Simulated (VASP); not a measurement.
# CaPtCl6 (Fm-3m) in VASP: notebook

Runs on CaPtCl6. Level: PBEsol. Tasks: single point, relaxation of cell and atoms.

All numbers are computed with VASP 6.6.1; they aren't measurements. Logs are shortened: lines on timing, memory, paths and dates and some standing lists are left out, and cuts for length are marked.

## 1. The cell of the first run

It takes space group Fm-3m (No. 225, cubic). The conventional cell has a = 9.996 Å, b = 9.996 Å, c = 9.996 Å, α = 90.00°, β = 90.00°, γ = 90.00°. Within 3.5 Å of Ca (site symmetry m-3m) lie 6 Cl at 2.69 Å. Within 3.1 Å of Pt (site symmetry m-3m) lie 6 Cl at 2.31 Å. Within 3.1 Å of Cl (site symmetry 4mm) lie 1 Pt at 2.31 Å and 1 Ca at 2.69 Å.

## 2. Single point, PBEsol

Contents of INCAR:

```
SYSTEM = CaPtCl6
ALGO = Normal ; EDIFF = 1E-7
ENCUT = 520 ; GGA = PS
ISIF = 2 ; ISMEAR = -1
LASPH = .TRUE. ; LCHARG = .TRUE.
LELF = .TRUE. ; LREAL = .FALSE.
LVHAR = .TRUE. ; LWAVE = .FALSE.
NBANDS = 41 ; NELM = 60
PREC = Accurate ; SIGMA = 0.03
```

Contents of KPOINTS:

```
k-points
0
G
  4 4 4
  0 0 0
```

Contents of POSCAR:

```
CaPtCl6
1.0
    0.0000000000      4.9979294961      4.9979294961
    4.9979294961      0.0000000000      4.9979294961
    4.9979294961      4.9979294961      0.0000000000
Ca Pt Cl
1 1 6
Direct
    0.5000000000      0.5000000000      0.5000000000
    0.0000000000      0.0000000000      0.0000000000
    0.7689770149      0.2310229851      0.2310229851
    0.2310229851      0.7689770149      0.7689770149
    0.2310229851      0.7689770149      0.2310229851
    0.7689770149      0.2310229851      0.7689770149
    0.2310229851      0.2310229851      0.7689770149
    0.7689770149      0.7689770149      0.2310229851
```

Potentials or basis: VASP PAW PBE potentials, release 64 (Ca_sv, Pt, Cl).

The run is started by

```
$ cat potpaw_PBE.64/Ca_sv/POTCAR potpaw_PBE.64/Pt/POTCAR potpaw_PBE.64/Cl/POTCAR > POTCAR
$ mpirun -np 1 vasp_std > vasp.out
```

OUTCAR:

```text
SYSTEM = CaPtCl6
   EDIFF = 1E-7
   ENCUT = 520
   GGA = PS
   ISIF = 2
   ISMEAR = -1
   LASPH = .TRUE.
   LREAL = .FALSE.
   NELM = 60
   PREC = Accurate

 ion  position               nearest neighbor table
   1  0.500  0.500  0.500-   3 2.69   4 2.69   5 2.69   6 2.69   7 2.69   8 2.69
   2  0.000  0.000  0.000-   3 2.31   4 2.31   5 2.31   6 2.31   7 2.31   8 2.31
   3  0.769  0.231  0.231-   2 2.31   1 2.69
   4  0.231  0.769  0.769-   2 2.31   1 2.69
   5  0.231  0.769  0.231-   2 2.31   1 2.69
   6  0.769  0.231  0.769-   2 2.31   1 2.69
   7  0.231  0.231  0.769-   2 2.31   1 2.69
   8  0.769  0.769  0.231-   2 2.31   1 2.69

  LATTYP: Found a face centered cubic cell.
 ALAT       =     9.9958589922

  Lattice vectors:

 A1 = (   0.0000000000,   4.9979294961,   4.9979294961)
 A2 = (   4.9979294961,   0.0000000000,   4.9979294961)
 A3 = (   4.9979294961,   4.9979294961,   0.0000000000)

Analysis of symmetry for initial positions (statically):
=====================================================================
 Subroutine PRICEL returns:
 Original cell was already a primitive cell.

 Routine SETGRP: Setting up the symmetry group for a
 face centered cubic supercell.

 Subroutine GETGRP returns: Found 48 space group operations
 (whereof 48 operations were pure point group operations)
 out of a pool of 48 trial point group operations.

The static configuration has the point symmetry O_h .

Analysis of symmetry for dynamics (positions and initial velocities):
=====================================================================
 Subroutine PRICEL returns:
 Original cell was already a primitive cell.

 Routine SETGRP: Setting up the symmetry group for a
 face centered cubic supercell.

 Subroutine GETGRP returns: Found 48 space group operations
 (whereof 48 operations were pure point group operations)
 out of a pool of 48 trial point group operations.

The dynamic configuration has the point symmetry O_h .

 Subroutine INISYM returns: Found 48 space group operations
 (whereof 48 operations are pure point group operations),
 and found     1 'primitive' translations

----------------------------------------------------------------------------------------

[... 88 lines left out ...]
   LREAL  =      F    real-space projection
   EDIFFG = 0.1E-05   stopping-criterion for IOM
   NSW    =      0    number of steps for IOM
   IBRION =     -1    ionic relax: 0-MD 1-quasi-New 2-CG
   NFREE  =      0    steps in history (QN), initial steepest desc. (CG)
   ISIF   =      2    stress and relaxation
   ISYM   =      2    0-nonsym 1-usesym 2-fastsym
   POTIM  = 0.5000    time-step for ionic-motion
   TEBEG  =    0.0;   TEEND  =   0.0 temperature during run
   PSTRESS=    0.0 pullay stress
   NELECT =      62.0000    total number of electrons
   NUPDOWN=      -1.0000    fix difference up-down
   EMIN   =  10.00;   EMAX   =-10.00  energy-range for DOS
   EFERMI =   0.00;   METHOD = LEGACY
   ISMEAR =    -1;   SIGMA  =   0.03  broadening in eV -4-tet -1-fermi 0-gaus
   EFERMI_NEDOS =   21; number of points for ismear=-14 and -15
   IALGO  =     38    algorithm
   IMIX   =      4    mixing-type and parameters
     AMIX     =   0.40;   BMIX     =  1.00
     AMIX_MAG =   1.60;   BMIX_MAG =  1.00
  volume/ion in A,a.u.               =      31.21       210.62
  Fermi-wavevector in a.u.,A,eV,Ry     =   1.028976  1.944483 14.405736  1.058792
  Thomas-Fermi vector in A             =   2.163000
   LORBIT       =      0    0 simple, 1 ext, 2 COOP (PROOUT), +10 PAW based schemes
   GGA     = PS    functional components
   LHFCALC =     F    Hartree Fock is set to
   AEXX    =    0.0000 exact exchange contribution
   IVDW    =     0    specifies the selected vdW correction
   LEPSILON=     F    determine dielectric tensor
   LRPA    =     F    only Hartree local field effects (RPA)
 non-spin polarized calculation
  energy-cutoff  :      520.00
  volume of cell :      249.69
 maximum number of plane-waves:      6754
 NGX is ok and might be reduce to    54
   NGX = 27   NGY = 27   NGZ = 27

 number of electron      62.0000002 magnetization

 Free energy of the ion-electron system (eV)
  ---------------------------------------------------
  ext. energy  EPLUGINS =         0.00000000
  ---------------------------------------------------
  free energy    TOTEN  =       -28.98119606 eV

  energy without entropy =      -28.98119606  energy(sigma->0) =      -28.98119606

 E-fermi :  -0.3536     XC(G=0):  -7.4868

 val. band max:       -0.9761841320   @ k =   0.5000   0.5000   0.0000
 cond. band min:       0.2254263162   @ k =   0.5000   0.5000   0.0000
 fundamental gap:      1.2016104482
 Fermi energy:        -0.3535695515

 k-point     1 :       0.0000    0.0000    0.0000
  band No.  band energies     occupation
      1     -40.4160      2.00000
      2     -21.5467      2.00000
      3     -21.5467      2.00000
      4     -21.5467      2.00000
      5     -15.4115      2.00000
      6     -14.5679      2.00000
[... 341 lines left out ...]
     40       7.5341      0.00000
     41       7.6367      0.00000

------------------------ aborting loop because EDIFF is reached ----------------------------------------

  FORCE on cell =-STRESS in cart. coord.  units (eV):
  Direction    XX          YY          ZZ          XY          YZ          ZX
  --------------------------------------------------------------------------------------
  -------------------------------------------------------------------------------------
  Total       -0.1236786     -0.1236786     -0.1236786     -0.0000000     -0.0000000      0.0000000
  in kB       -0.7936060     -0.7936060     -0.7936060     -0.0000000     -0.0000000      0.0000000
  external PRESSURE =      -0.7936060 kB  Pullay stress =       0.0000000 kB

 VOLUME and BASIS-vectors are now :
 -----------------------------------------------------------------------------
  energy-cutoff  :      520.00
  volume of cell :      249.69
      direct lattice vectors                 reciprocal lattice vectors
     0.000000000  4.997929496  4.997929496    -0.100041427  0.100041427  0.100041427
     4.997929496  0.000000000  4.997929496     0.100041427 -0.100041427  0.100041427
     4.997929496  4.997929496  0.000000000     0.100041427  0.100041427 -0.100041427

 POSITION                                       TOTAL-FORCE (eV/Angst)
 -----------------------------------------------------------------------------------
      4.99793      4.99793      4.99793         0.000000      0.000000      0.000000
      0.00000      0.00000      0.00000         0.000000      0.000000      0.000000
      2.30927      4.99793      4.99793        -0.033832      0.000000      0.000000
      7.68659      4.99793      4.99793         0.033832      0.000000      0.000000
      4.99793      2.30927      4.99793         0.000000     -0.033832      0.000000
      4.99793      7.68659      4.99793         0.000000      0.033832      0.000000
      4.99793      4.99793      2.30927         0.000000      0.000000     -0.033832
      4.99793      4.99793      7.68659         0.000000      0.000000      0.033832
 -----------------------------------------------------------------------------------
    total drift:                               -0.000000     -0.000000     -0.000000

  FREE ENERGIE OF THE ION-ELECTRON SYSTEM (eV)
  ---------------------------------------------------
  free  energy   TOTEN  =       -28.9811960556 eV

  energy  without entropy=      -28.9811960551  energy(sigma->0) =      -28.98119606
```

OSZICAR:

```text
N       E                     dE             d eps       ncg     rms          rms(c)
DAV:   1     0.505783466204E+03    0.50578E+03   -0.27621E+04   656   0.130E+03
DAV:   2     0.150330072080E+02   -0.49075E+03   -0.47295E+03   826   0.294E+02
DAV:   3    -0.314086582559E+02   -0.46442E+02   -0.45738E+02   919   0.897E+01
DAV:   4    -0.329083932364E+02   -0.14997E+01   -0.14939E+01  1080   0.161E+01
DAV:   5    -0.329620819373E+02   -0.53689E-01   -0.53661E-01   976   0.184E+00    0.217E+01
DAV:   6    -0.295176695502E+02    0.34444E+01   -0.19357E+01   687   0.233E+01    0.161E+01
DAV:   7    -0.289923455383E+02    0.52532E+00   -0.29061E+00   731   0.103E+01    0.744E+00
DAV:   8    -0.289862780419E+02    0.60675E-02   -0.31518E-01   853   0.234E+00    0.241E+00
DAV:   9    -0.289802227828E+02    0.60553E-02   -0.29249E-02   925   0.114E+00    0.530E-01
DAV:  10    -0.289809614677E+02   -0.73868E-03   -0.39051E-03   843   0.273E-01    0.168E-01
DAV:  11    -0.289811835773E+02   -0.22211E-03   -0.52818E-04   928   0.113E-01    0.342E-02
DAV:  12    -0.289811892148E+02   -0.56375E-05   -0.23987E-05   896   0.257E-02    0.217E-02
DAV:  13    -0.289811953325E+02   -0.61177E-05   -0.13394E-05   833   0.164E-02    0.466E-03
DAV:  14    -0.289811957133E+02   -0.38081E-06   -0.13783E-06   804   0.544E-03    0.282E-03
DAV:  15    -0.289811958811E+02   -0.16778E-06   -0.13424E-07   531   0.185E-03    0.140E-03
DAV:  16    -0.289811960636E+02   -0.18251E-06   -0.16001E-07   586   0.178E-03    0.509E-04
DAV:  17    -0.289811960556E+02    0.79717E-08   -0.17270E-08   515   0.680E-04
   1 F= -.28981196E+02 E0= -.28981196E+02  d E =-.534296E-09
```

Run time: 66 s. Hardware: 1 thread of Intel Xeon 6975P-C (Granite Rapids), shared host; peak memory 0.44 GiB.

What came out:

```yaml
Free_energy: -28.9812 eV
Pressure: -0.1 GPa
Largest_force: 0.034 eV/Å
Band_gap_on_the_k_mesh: 1.20 eV
```

Forces on the atoms (eV/Å):
```
Ca   0.000  0.000  0.000
Pt   0.000  0.000  0.000
Cl  -0.034  0.000  0.000
Cl   0.034  0.000  0.000
Cl   0.000 -0.034  0.000
Cl   0.000  0.034  0.000
Cl   0.000  0.000 -0.034
Cl   0.000  0.000  0.034
```

Levels at points of the mesh, in eV from the valence-band top:
```csv
k point,band 29,band 30,band 31,band 32,band 33,band 34
"(0.00, 0.00, 0.00)",-0.08,-0.08,-0.08,1.62,1.62,5.11
"(0.50, 0.00, 0.00)",-0.32,-0.26,-0.26,2.05,2.05,5.30
"(0.50, 0.50, 0.00)",-0.08,0.00,0.00,1.20,1.61,5.07
```

Caveat: the PAW data sets were made with another functional, which shifts forces and pressure a little; spin-orbit coupling is left out, which moves the levels of the heavy elements. A k mesh can miss the band edges.

## 3. Relaxation of cell and atoms, PBEsol

This run uses another cell than the first one, of 27.13 Å³/atom.

Contents of INCAR:

```
SYSTEM = CaPtCl6
PREC = Accurate
ENCUT = 600
EDIFF = 1E-6
ISMEAR = -1
SIGMA = 0.03
LREAL = .FALSE.
LASPH = .TRUE.
NELM = 60
ALGO = Normal
ISIF = 3
LWAVE = .FALSE.
LCHARG = .FALSE.
GGA = PS
IBRION = 2
NSW = 100
EDIFFG = -0.01
```

Contents of KPOINTS:

```
Automatic mesh
0
G
  4 4 4
  0 0 0
```

Contents of POSCAR:

```
CaPtCl6
1.0
    0.0000000000      4.7697404700      4.7697404700
    4.7697404700      0.0000000000      4.7697404700
    4.7697404700      4.7697404700      0.0000000000
Ca Pt Cl
1 1 6
Direct
    0.5000000000      0.5000000000      0.5000000000
    0.0000000000      0.0000000000      0.0000000000
    0.7476230800      0.2523769200      0.2523769200
    0.2523769200      0.7476230800      0.7476230800
    0.2523769200      0.7476230800      0.2523769200
    0.7476230800      0.2523769200      0.7476230800
    0.2523769200      0.2523769200      0.7476230800
    0.7476230800      0.7476230800      0.2523769200
```

Potentials or basis: VASP PAW PBE potentials, release 64 (Ca_sv, Pt, Cl).

The run is started by

```
$ cat potpaw_PBE.64/Ca_sv/POTCAR potpaw_PBE.64/Pt/POTCAR potpaw_PBE.64/Cl/POTCAR > POTCAR
$ mpirun -np 1 vasp_std > vasp.out
```

Wall time 4.5 min (1 thread of Intel Xeon 6975P-C (Granite Rapids), shared host); peak memory 0.48 GiB.

The run converged. Its results:

```yaml
Free_energy: -28.9776 eV
Relaxed_volume: 31.21 Å³/atom
Relaxed_cell: a = 7.068 Å, b = 7.068 Å, c = 7.068 Å, α = 60.00°, β = 60.00°, γ = 60.00°
Space_group_after_relaxing_to_0.1_Å: Fm-3m (No. 225)
Energy_gained_by_relaxing: 274.6 meV/atom
Ionic_steps: 7
Pressure_after_relaxing: 0.0 GPa
Band_gap_on_the_k_mesh: 1.21 eV
```

Step by step:
```csv
step,energy change (eV),largest force (eV/Å),pressure (GPa),volume (Å³)
1,0.0000,3.4286,4.03,217.03
2,-2.1185,0.4554,0.78,239.19
3,-2.1839,0.1402,0.89,244.72
4,-2.1901,0.1800,-0.52,251.38
5,-2.1958,0.0532,0.04,248.61
6,-2.1965,0.0277,0.02,249.12
7,-2.1967,0.0001,0.00,249.67
```

Final structure:
```xyz
8
Lattice="0.0000 4.9978 4.9978 4.9978 0.0000 4.9978 4.9978 4.9978 0.0000" Properties=species:S:1:pos:R:3 pbc="T T T"
Ca    4.9978    4.9978    4.9978
Pt    0.0000    0.0000    0.0000
Cl    2.3074    4.9978    4.9978
Cl    7.6881    4.9978    4.9978
Cl    4.9978    2.3074    4.9978
Cl    4.9978    7.6881    4.9978
Cl    4.9978    4.9978    2.3074
Cl    4.9978    4.9978    7.6881
```

Levels at points of the mesh, in eV from the valence-band top:
| k point | band 28 | band 29 | band 30 | band 31 | band 32 | band 33 | band 34 | band 35 |
| --- | --- | --- | --- | --- | --- | --- | --- | --- |
| (0.00, 0.00, 0.00) | -0.72 | -0.08 | -0.08 | -0.08 | 1.63 | 1.63 | 5.12 | 5.49 |
| (0.50, 0.00, 0.00) | -0.41 | -0.32 | -0.26 | -0.26 | 2.06 | 2.06 | 5.29 | 5.46 |
| (0.50, 0.50, 0.00) | -0.74 | -0.08 | 0.00 | 0.00 | 1.21 | 1.62 | 5.07 | 5.51 |

Caveat: the volume moved by over 15 % at a fixed basis, so the end points are rough; the PAW data sets were made with another functional, which shifts forces and pressure a little; spin-orbit coupling is left out, which moves the levels of the heavy elements. A k mesh can miss the band edges.
